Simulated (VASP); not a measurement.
# MgSc2C2 (P-3m1) in VASP: a series of runs

MgSc2C2 is run at these levels: PBE; tasks: single point, relaxation of cell and atoms.

Program: VASP 6.6.1. These are calculated values, not measurements. Logs are shortened: lines on timing, memory, paths and dates and some standing lists are left out, and cuts for length are marked.

## (1) The cell of the first run

The structure is trigonal, space group P-3m1 (No. 164). The conventional cell has a = 3.966 Å, b = 3.966 Å, c = 4.948 Å, α = 90.00°, β = 90.00°, γ = 120.00°. Mg (site symmetry -3m) has 6 C at 2.56 Å and 6 Sc at 2.70 Å within 3.4 Å. Within 3.0 Å of Sc (site symmetry 3m) lie 5 C at 2.31 to 2.58 Å and 3 Mg at 2.70 Å. C (site symmetry 3m) has 5 Sc at 2.31 to 2.58 Å and 3 Mg at 2.56 Å within 3.0 Å.

## (2) Single point, PBE

Input file INCAR:

```
PREC = Accurate ; ENCUT = 520
EDIFF = 1E-6 ; ISMEAR = 0
SIGMA = 0.1 ; LREAL = False
LASPH = True ; NELM = 100
ALGO = Normal ; ISIF = 2
LWAVE = False ; LCHARG = True
GGA = PE ; LELF = True
LVHAR = True ; NBANDS = 24
```

Input file KPOINTS:

```
regular mesh
0
Gamma
  6 6 4
```

Input file POSCAR:

```
MgSc2C2
1.0
    3.9655079835      0.0000000030      0.0000000000
   -1.9827539944      3.4342306511      0.0000000000
    0.0000000000      0.0000000000      4.9475391267
Mg Sc C
1 2 2
Direct
    0.0000000000      0.0000000000      0.0000000000
    0.3333333333      0.6666666667      0.7098071132
    0.6666666667      0.3333333333      0.2901928868
    0.3333333333      0.6666666667      0.2320665078
    0.6666666667      0.3333333333      0.7679334922
```

Potentials or basis: VASP PAW PBE potentials, release 64 (Mg, Sc_sv, C).

The run is started by

```
$ cat potpaw_PBE.64/Mg/POTCAR potpaw_PBE.64/Sc_sv/POTCAR potpaw_PBE.64/C/POTCAR > POTCAR
$ mpirun -np 1 vasp_std > vasp.out
```

OUTCAR:

```text
PREC = Accurate
   ENCUT = 520
   EDIFF = 1E-6
   ISMEAR = 0
   LREAL = False
   LASPH = True
   NELM = 100
   ISIF = 2
   GGA = PE

 ion  position               nearest neighbor table
   1  0.000  0.000  0.000-   4 2.56   5 2.56   5 2.56   4 2.56   5 2.56   4 2.56   2 2.70   3 2.70
                             2 2.70   3 2.70   3 2.70   2 2.70
   2  0.333  0.667  0.710-   5 2.31   5 2.31   5 2.31   4 2.36   4 2.58   1 2.70   1 2.70   1 2.70
                             3 3.09   3 3.09   3 3.09
   3  0.667  0.333  0.290-   4 2.31   4 2.31   4 2.31   5 2.36   5 2.58   1 2.70   1 2.70   1 2.70
                             2 3.09   2 3.09   2 3.09
   4  0.333  0.667  0.232-   3 2.31   3 2.31   3 2.31   2 2.36   1 2.56   1 2.56   1 2.56   2 2.58

   5  0.667  0.333  0.768-   2 2.31   2 2.31   2 2.31   3 2.36   1 2.56   1 2.56   1 2.56   3 2.58

  LATTYP: Found a hexagonal cell.
 ALAT       =     3.9655079835
 C/A-ratio  =     1.2476432143

  Lattice vectors:

 A1 = (   3.9655079835,   0.0000000030,   0.0000000000)
 A2 = (  -1.9827539944,   3.4342306511,   0.0000000000)
 A3 = (   0.0000000000,   0.0000000000,   4.9475391267)

Analysis of symmetry for initial positions (statically):
=====================================================================
 Subroutine PRICEL returns:
 Original cell was already a primitive cell.

 Routine SETGRP: Setting up the symmetry group for a
 hexagonal supercell.

 Subroutine GETGRP returns: Found 12 space group operations
 (whereof 12 operations were pure point group operations)
 out of a pool of 24 trial point group operations.

The static configuration has the point symmetry D_3d.

Analysis of symmetry for dynamics (positions and initial velocities):
=====================================================================
 Subroutine PRICEL returns:
 Original cell was already a primitive cell.

 Routine SETGRP: Setting up the symmetry group for a
 hexagonal supercell.

 Subroutine GETGRP returns: Found 12 space group operations
 (whereof 12 operations were pure point group operations)
 out of a pool of 24 trial point group operations.

The dynamic configuration has the point symmetry D_3d.

 Subroutine INISYM returns: Found 12 space group operations
 (whereof 12 operations are pure point group operations),
 and found     1 'primitive' translations

----------------------------------------------------------------------------------------

                                     Primitive cell

  volume of cell :      67.3779

  direct lattice vectors                    reciprocal lattice vectors
     3.965507984  0.000000003  0.000000000     0.252174502  0.145593017  0.000000000
    -1.982753994  3.434230651  0.000000000    -0.000000000  0.291186033  0.000000000
     0.000000000  0.000000000  4.947539127     0.000000000  0.000000000  0.202120686

  length of vectors
     3.965507984  3.965507984  4.947539127     0.291186033  0.291186033  0.202120686

  position of ions in fractional coordinates (direct lattice)
     0.000000000  0.000000000  0.000000000
     0.333333333  0.666666667  0.709807113
     0.666666667  0.333333333  0.290192887
     0.333333333  0.666666667  0.232066508
     0.666666667  0.333333333  0.767933492

  ion indices of the primitive-cell ions
   primitive index   ion index
                 1           1
                 2           2
                 3           3
                 4           4
                 5           5

----------------------------------------------------------------------------------------

 KPOINTS: regular mesh

Automatic generation of k-mesh.
 Grid dimensions read from file:
 generate k-points for:    6    6    4

 Generating k-lattice:

  Cartesian coordinates                     Fractional coordinates (reciprocal lattice)
     0.042029084  0.024265503  0.000000000     0.166666667  0.000000000  0.000000000
    -0.000000000  0.048531005  0.000000000     0.000000000  0.166666667  0.000000000
     0.000000000  0.000000000  0.050530171     0.000000000  0.000000000  0.250000000

  Length of vectors
     0.048531005  0.048531005  0.050530171

  Shift w.r.t. Gamma in fractional coordinates (k-lattice)
     0.000000000  0.000000000  0.000000000

 Subroutine IBZKPT returns following result:
 ===========================================

 Found     24 irreducible k-points:

 Following reciprocal coordinates:
            Coordinates               Weight
  0.000000  0.000000  0.000000      1.000000
  0.166667  0.000000  0.000000      6.000000
  0.333333  0.000000  0.000000      6.000000
  0.500000  0.000000  0.000000      3.000000
  0.166667  0.166667  0.000000      6.000000
  0.333333  0.166667  0.000000     12.000000
[... 16 lines left out ...]
  0.333333  0.166667  0.500000     12.000000
  0.333333  0.333333  0.500000      2.000000
   k-points           NKPTS =     24   k-points in BZ     NKDIM =     24   number of bands    NBANDS=     24
   number of dos      NEDOS =    301   number of ions     NIONS =      5
   total plane-waves  NPLWV =  36000
   dimension x,y,z NGX =    30 NGY =   30 NGZ =   40
   dimension x,y,z NGXF=    60 NGYF=   60 NGZF=   80
   ions per type =               1   2   2
   NGX,Y,Z   is equivalent  to a cutoff of  12.58, 12.58, 13.44 a.u.
   NGXF,Y,Z  is equivalent  to a cutoff of  25.15, 25.15, 26.88 a.u.
 SYSTEM =  unknown system
   PREC   = accura    normal or accurate (medium, high low for compatibility)
   ISTART =      0    job   : 0-new  1-cont  2-samecut
   ICHARG =      2    charge: 1-file 2-atom 10-const
   ISPIN  =      1    spin polarized calculation?
   LNONCOLLINEAR =      F non collinear calculations
   LSORBIT =      F    spin-orbit coupling
   LASPH  =      T    aspherical Exc in radial PAW
   ENCUT  =  520.0 eV  38.22 Ry    6.18 a.u.   7.37  7.37  9.20*2*pi/ulx,y,z
   NELM   =    100;   NELMIN=  2; NELMDL= -5     # of ELM steps
   EDIFF  = 0.1E-05   stopping-criterion for ELM
   LREAL  =      F    real-space projection
   EDIFFG = 0.1E-04   stopping-criterion for IOM
   NSW    =      0    number of steps for IOM
   IBRION =     -1    ionic relax: 0-MD 1-quasi-New 2-CG
   NFREE  =      0    steps in history (QN), initial steepest desc. (CG)
   ISIF   =      2    stress and relaxation
   ISYM   =      2    0-nonsym 1-usesym 2-fastsym
   POTIM  = 0.5000    time-step for ionic-motion
   TEBEG  =    0.0;   TEEND  =   0.0 temperature during run
   PSTRESS=    0.0 pullay stress
   NELECT =      32.0000    total number of electrons
   NUPDOWN=      -1.0000    fix difference up-down
   EMIN   =  10.00;   EMAX   =-10.00  energy-range for DOS
   EFERMI =   0.00;   METHOD = LEGACY
   ISMEAR =     0;   SIGMA  =   0.10  broadening in eV -4-tet -1-fermi 0-gaus
   EFERMI_NEDOS =   21; number of points for ismear=-14 and -15
   IALGO  =     38    algorithm
   IMIX   =      4    mixing-type and parameters
     AMIX     =   0.40;   BMIX     =  1.00
     AMIX_MAG =   1.60;   BMIX_MAG =  1.00
  volume/ion in A,a.u.               =      13.48        90.94
  Fermi-wavevector in a.u.,A,eV,Ry     =   1.277279  2.413707 22.197098  1.631441
  Thomas-Fermi vector in A             =   2.409887
   LORBIT       =      0    0 simple, 1 ext, 2 COOP (PROOUT), +10 PAW based schemes
   GGA     = PE    functional components
   LHFCALC =     F    Hartree Fock is set to
   AEXX    =    0.0000 exact exchange contribution
   IVDW    =     0    specifies the selected vdW correction
   LEPSILON=     F    determine dielectric tensor
   LRPA    =     F    only Hartree local field effects (RPA)
 non-spin polarized calculation
 Gauss-broadening in eV      SIGMA  =   0.10
  energy-cutoff  :      520.00
  volume of cell :       67.38
 maximum number of plane-waves:      1842
 NGX is ok and might be reduce to    30
   NGX = 15   NGY = 15   NGZ = 19

 number of electron      31.9999999 magnetization

 Free energy of the ion-electron system (eV)
  ---------------------------------------------------
  ext. energy  EPLUGINS =         0.00000000
  ---------------------------------------------------
  free energy    TOTEN  =       -33.05793513 eV

  energy without entropy =      -33.05646009  energy(sigma->0) =      -33.05719761

 E-fermi :   5.1825     XC(G=0): -10.9142

 val. band max:        5.1141189814   @ k =   0.1667   0.0000   0.0000
 cond. band min:       5.4597201335   @ k =   0.3333   0.1667   0.0000
 fundamental gap:      0.3456011521
 Fermi energy:         5.1825027264

 k-point     1 :       0.0000    0.0000    0.0000
  band No.  band energies     occupation
      1     -43.6935      2.00000
      2     -43.6244      2.00000
      3     -22.4630      2.00000
      4     -22.4188      2.00000
      5     -22.4188      2.00000
      6     -22.2951      2.00000
[... 16 lines left out ...]
     23       9.6596      0.00000
     24      10.3870      0.00000

 k-point     2 :       0.1667    0.0000    0.0000
  band No.  band energies     occupation
      1     -43.6884      2.00000
      2     -43.6275      2.00000
      3     -22.4564      2.00000
      4     -22.4392      2.00000
      5     -22.4294      2.00000
      6     -22.3069      2.00000
[... 16 lines left out ...]
     23       9.8717      0.00000
     24      10.0784      0.00000

 k-point     3 :       0.3333    0.0000    0.0000
  band No.  band energies     occupation
      1     -43.6757      2.00000
      2     -43.6360      2.00000
      3     -22.4839      2.00000
      4     -22.4503      2.00000
      5     -22.4490      2.00000
      6     -22.3080      2.00000
[... 16 lines left out ...]
     23       8.9931      0.00000
     24       9.5966      0.00000
[... 514 lines left out ...]
 k-point    23 :       0.3333    0.1667    0.5000
  band No.  band energies     occupation
      1     -43.6635      2.00000
      2     -43.6461      2.00000
      3     -22.5256      2.00000
      4     -22.5077      2.00000
      5     -22.4475      2.00000
      6     -22.3230      2.00000
[... 16 lines left out ...]
     23       9.3456      0.00000
     24       9.9576      0.00000

 k-point    24 :       0.3333    0.3333    0.5000
  band No.  band energies     occupation
      1     -43.6543      2.00000
      2     -43.6543      2.00000
      3     -22.5190      2.00000
      4     -22.5190      2.00000
      5     -22.4682      2.00000
      6     -22.3328      2.00000
[... 16 lines left out ...]
     23       8.9089      0.00000
     24       9.6167      0.00000

------------------------ aborting loop because EDIFF is reached ----------------------------------------

  FORCE on cell =-STRESS in cart. coord.  units (eV):
  Direction    XX          YY          ZZ          XY          YZ          ZX
  --------------------------------------------------------------------------------------
  -------------------------------------------------------------------------------------
  Total        0.1800342      0.1800342      0.1850247     -0.0000000     -0.0000000     -0.0000000
  in kB        4.2810280      4.2810280      4.3996960     -0.0000000     -0.0000000     -0.0000000
  external PRESSURE =       4.3205840 kB  Pullay stress =       0.0000000 kB

 VOLUME and BASIS-vectors are now :
 -----------------------------------------------------------------------------
  energy-cutoff  :      520.00
  volume of cell :       67.38
      direct lattice vectors                 reciprocal lattice vectors
     3.965507984  0.000000003  0.000000000     0.252174502  0.145593017  0.000000000
    -1.982753994  3.434230651  0.000000000    -0.000000000  0.291186033  0.000000000
     0.000000000  0.000000000  4.947539127     0.000000000  0.000000000  0.202120686

 POSITION                                       TOTAL-FORCE (eV/Angst)
 -----------------------------------------------------------------------------------
      0.00000      0.00000      0.00000         0.000000      0.000000      0.000000
     -0.00000      2.28949      3.51180        -0.000000     -0.000000     -0.018205
      1.98275      1.14474      1.43574         0.000000      0.000000      0.018205
     -0.00000      2.28949      1.14816        -0.000000      0.000000     -0.041864
      1.98275      1.14474      3.79938         0.000000     -0.000000      0.041864
 -----------------------------------------------------------------------------------
    total drift:                               -0.000000      0.000000     -0.000000

  FREE ENERGIE OF THE ION-ELECTRON SYSTEM (eV)
  ---------------------------------------------------
  free  energy   TOTEN  =       -33.0579351334 eV

  energy  without entropy=      -33.0564600865  energy(sigma->0) =      -33.05719761
```

It took 24 s on 1 thread of Intel Xeon 6975P-C (Granite Rapids), shared host; peak memory 0.2 GiB.

Results:

```
Free energy            : -33.0579 eV
Pressure               : 0.4 GPa
Largest force          : 0.042 eV/Å
Band gap on the k mesh : zero (band 16 reaches 6.04 eV, above the bottom of band 17 at 4.89 eV)
```

Forces in eV/Å, atoms in the order of the input:
```
Mg   0.000  0.000  0.000
Sc   0.000  0.000 -0.018
Sc   0.000  0.000  0.018
C    0.000  0.000 -0.042
C    0.000  0.000  0.042
```

## (3) Single point, PBE

This run uses another cell than the first one, of 16.43 Å³/atom, 1.219 times its volume.

Input file INCAR:

```
SYSTEM = MgSc2C2
  ALGO = Normal
  EDIFF = 1E-6
  ENCUT = 520
  GGA = PE
  ISIF = 2
  ISMEAR = 0
  LASPH = .True.
  LCHARG = .False.
  LREAL = .False.
  LWAVE = .False.
  NBANDS = 24
  NELM = 60
  PREC = Accurate
  SIGMA = 0.1
```

Input file KPOINTS:

```
k-points
0
Gamma
  6 6 4
  0 0 0
```

Input file POSCAR:

```
MgSc2C2
1.0
    3.8264755900      0.0000000000      0.0000000000
   -1.9132378000      3.3138250700      0.0000000000
    0.0000000000      0.0000000000      6.4779070900
Mg Sc C
1 2 2
Direct
    0.0000000000      0.0000000000      0.0000000000
    0.3333333300      0.6666666700      0.6318000000
    0.6666666700      0.3333333300      0.3682000000
    0.3333333300      0.6666666700      0.2606000000
    0.6666666700      0.3333333300      0.7394000000
```

Potentials or basis: VASP PAW PBE potentials, release 64 (Mg, Sc_sv, C).

The run is started by

```
$ cat potpaw_PBE.64/Mg/POTCAR potpaw_PBE.64/Sc_sv/POTCAR potpaw_PBE.64/C/POTCAR > POTCAR
$ mpirun -np 1 vasp_std > vasp.out
```

OUTCAR:

```text
SYSTEM = MgSc2C2
   EDIFF = 1E-6
   ENCUT = 520
   GGA = PE
   ISIF = 2
   ISMEAR = 0
   LASPH = .True.
   LREAL = .False.
   NELM = 60
   PREC = Accurate

 ion  position               nearest neighbor table
   1  0.000  0.000  0.000-   4 2.78   5 2.78   5 2.78   4 2.78   5 2.78   4 2.78   2 3.25   3 3.25
                             2 3.25   3 3.25   3 3.25   2 3.25
   2  0.333  0.667  0.632-   5 2.32   5 2.32   5 2.32   4 2.40   3 2.79   3 2.79   3 2.79   1 3.25
                             1 3.25   1 3.25
   3  0.667  0.333  0.368-   4 2.32   4 2.32   4 2.32   5 2.40   2 2.79   2 2.79   2 2.79   1 3.25
                             1 3.25   1 3.25
   4  0.333  0.667  0.261-   3 2.32   3 2.32   3 2.32   2 2.40   1 2.78   1 2.78   1 2.78
[... 852 lines left out ...]
  Total       -3.4462793     -3.4462793     -4.3990044      0.0000000      0.0000000     -0.0000000
  in kB      -67.2198922    -67.2198923    -85.8028547      0.0000001      0.0000000     -0.0000000
  external PRESSURE =     -73.4142131 kB  Pullay stress =       0.0000000 kB

 VOLUME and BASIS-vectors are now :
 -----------------------------------------------------------------------------
  energy-cutoff  :      520.00
  volume of cell :       82.14
      direct lattice vectors                 reciprocal lattice vectors
     3.826475590  0.000000000  0.000000000     0.261337091  0.150883040  0.000000000
    -1.913237800  3.313825070  0.000000000     0.000000000  0.301766080  0.000000000
     0.000000000  0.000000000  6.477907090     0.000000000  0.000000000  0.154370846

 POSITION                                       TOTAL-FORCE (eV/Angst)
 -----------------------------------------------------------------------------------
      0.00000      0.00000      0.00000         0.000000      0.000000      0.000000
     -0.00000      2.20922      4.09274        -0.000000     -0.000000      2.934388
      1.91324      1.10461      2.38517         0.000000      0.000000     -2.934388
     -0.00000      2.20922      1.68814         0.000000      0.000000      0.862659
      1.91324      1.10461      4.78976        -0.000000      0.000000     -0.862659
 -----------------------------------------------------------------------------------
    total drift:                               -0.000000     -0.000000      0.000000

  FREE ENERGIE OF THE ION-ELECTRON SYSTEM (eV)
  ---------------------------------------------------
  free  energy   TOTEN  =       -31.7873001787 eV

  energy  without entropy=      -31.7840559374  energy(sigma->0) =      -31.78567806
```

stdout:

```text
POSCAR found type information on POSCAR MgScC
 POSCAR found :  3 types and       5 ions
 scaLAPACK will be used
 LDA part: xc-table for (Slater+PW92), standard interpolation
 POSCAR, INCAR and KPOINTS ok, starting setup
 FFT: planning ... GRIDC
 FFT: planning ... GRID_SOFT
 FFT: planning ... GRID
 WAVECAR not read
 entering main loop
```

It took 24 s on 1 thread of Intel Xeon 6975P-C (Granite Rapids), shared host; peak memory 0.2 GiB.

Results:

```
Free energy   : -31.7873 eV
Pressure      : -7.3 GPa
Largest force : 2.934 eV/Å
```

Forces on the atoms (eV/Å):
```
Mg   0.000  0.000  0.000
Sc   0.000  0.000  2.934
Sc   0.000  0.000 -2.934
C    0.000  0.000  0.863
C    0.000  0.000 -0.863
```

Caveat: forces of over 1 eV/Å act on the atoms, so gaps and moduli don't describe the material at rest.

(Part 1 of 2 ends here.)
